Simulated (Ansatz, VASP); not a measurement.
LiH in VASP and in Ansatz

```
Li H
1.0
     0.00000    1.94468    1.94468
     1.94468    0.00000    1.94468
     1.94468    1.94468    0.00000
Li H
1 1
Cartesian
  0.0000 0.0000 0.0000
  1.9447 1.9447 1.9447
```

Alike in both runs: task single point; functional LDA; k mesh 10 × 10 × 10; no spin polarisation.

```csv
,VASP,Ansatz
version,VASP 6.6.1,Ansatz 0.2.0
potentials or method,"VASP PAW LDA potentials, release 64 (Li_sv, H), cutoff 520 eV","all-electron LAPW, scalar-relativistic"
occupations,"gaussian, width 0.01 eV",fixed
```

```csv
,VASP,Ansatz,Ansatz less VASP
gap on the k mesh at the Fermi level (eV),2.51,2.53,+0.012
```

LDA's correlation is that of Perdew and Zunger in VASP and of Perdew and Wang (1992) in Ansatz. Ansatz ran all-electron here, and VASP with PAW potentials.

Noted on VASP's run: the cutoff is short for stress, so the pressure is rough.
